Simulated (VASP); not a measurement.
Write the native input for VASP 6.6.1 that does the following.

```
Task                   : single point
Functional             : r2SCAN
Potentials or basis    : VASP PAW PBE potentials, release 64 (Zn, S)
Cutoff                 : 520 eV
k mesh                 : 6 × 6 × 2
Occupations            : gaussian, width 0.05 eV
Spin                   : no spin polarisation
Dipole correction      : no
Further INCAR settings : ALGO = Normal; EDIFF = 1e-07; NBANDS = 46
```

ZnS:

```xyz
8
Lattice="3.9230 0.0000 0.0000 -1.9615 3.3974 0.0000 0.0000 0.0000 12.0925" Properties=species:S:1:pos:R:3 pbc="T T T"
Zn    0.0000    0.0000    0.0014
Zn    0.0000    0.0000    6.0476
Zn    0.0000    2.2649    3.0240
Zn    1.9615    1.1325    9.0702
S     0.0000    0.0000    2.2641
S     0.0000    0.0000    8.3104
S     0.0000    2.2649    5.2914
S     1.9615    1.1325   11.3376
```

This cell differs from its parent crystal: strain +0.030 along x and y, -0.030 along z.

The input as run:

POSCAR

```
ZnS
1.0
    3.9229990227      0.0000000000      0.0000000000
   -1.9614995113      3.3974168126      0.0000000000
    0.0000000000      0.0000000000     12.0924711888
Zn S
4 4
Direct
    0.0000000000      0.0000000000      0.0001143924
    0.0000000000      0.0000000000      0.5001143924
    0.3333333333      0.6666666667      0.2500706174
    0.6666666667      0.3333333333      0.7500706174
    0.0000000000      0.0000000000      0.1872361436
    0.0000000000      0.0000000000      0.6872361436
    0.3333333333      0.6666666667      0.4375788466
    0.6666666667      0.3333333333      0.9375788466
```

INCAR.step1

```
  PREC = Accurate
  ENCUT = 520
  ISMEAR = 0
  SIGMA = 0.05
  LREAL = False
  LASPH = True
  NELM = 80
  NBANDS = 46
  GGA = PE
  ALGO = Normal
  EDIFF = 1E-4
  LWAVE = True
  LCHARG = False
```

INCAR.step2

```
  PREC = Accurate
  ENCUT = 520
  EDIFF = 1E-7
  ISMEAR = 0
  SIGMA = 0.05
  LREAL = False
  LASPH = True
  NELM = 80
  ALGO = Normal
  ISIF = 2
  LWAVE = False
  LCHARG = True
  METAGGA = R2SCAN
  LMIXTAU = True
  LELF = True
  LVHAR = True
  NBANDS = 46
  ISTART = 1
```

KPOINTS

```
regular mesh
0
Gamma
  6 6 2
```

Potentials or basis: VASP PAW PBE potentials, release 64 (Zn, S).

Run with:

```console
$ cat potpaw_PBE.64/Zn/POTCAR potpaw_PBE.64/S/POTCAR > POTCAR
$ cp INCAR.step1 INCAR
$ mpirun -np 1 vasp_std > vasp.out
$ cp INCAR.step2 INCAR
$ mpirun -np 1 vasp_std > vasp.out
```

It gave:

- Pressure: -1.6 GPa
- Largest force: 0.432 eV/Å
- Band gap on the k mesh: 2.54 eV

Caveat: the cell differs from its parent crystal (strain +0.030 along x and y, -0.030 along z); the PAW data sets were made with another functional, which shifts forces and pressure a little.

It took 6.6 min on 1 thread of Intel(R) Xeon(R) 6975P-C (Granite Rapids), on a shared host, peak memory 0.33 GiB.
